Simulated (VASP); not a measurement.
A run of VASP 6.6.1 is set up as follows.

INCAR

```
SYSTEM = HfC
ALGO = Normal
EDIFF = 1E-6
ENCUT = 520
GGA = PE
ISIF = 2
ISMEAR = 0
LASPH = .True.
LCHARG = .False.
LREAL = .False.
LWAVE = .False.
NBANDS = 14
NELM = 100
PREC = Accurate
SIGMA = 0.023
```

The input KPOINTS:

```
k-points
0
Gamma
  12 12 12
  0 0 0
```

POSCAR

```
HfC
1.0
   -1.3966732300      2.4971805100      1.8473367300
    1.3966732300     -2.4971805100      1.8473367300
    1.3966732300      2.4971805100     -1.8473367300
Hf C
1 1
Direct
    0.9847118300      0.9847118300      0.0000000000
    0.6794548300      0.1794548300      0.5000000000
```

Potentials or basis: VASP PAW PBE potentials, release 64 (Hf_pv, C).

Launch:

```sh
$ cat potpaw_PBE.64/Hf_pv/POTCAR potpaw_PBE.64/C/POTCAR > POTCAR
$ mpirun -np 1 vasp_std > vasp.out
```

Predict the pressure.

68.0 GPa.

What does it give for the band gap on the k mesh?

0.36 eV (least direct gap 0.86 eV).

Stress tensor (GPa, compression positive):
```
169.39   0.00   0.00
  0.00 -23.90   0.00
  0.00   0.00  58.55
```

Caveat: the cell stands under pressure; spin-orbit coupling is left out, which moves the levels of the heavy elements; forces of over 1 eV/Å act on the atoms, so gaps and moduli don't describe the material at rest. A k mesh can miss the band edges.
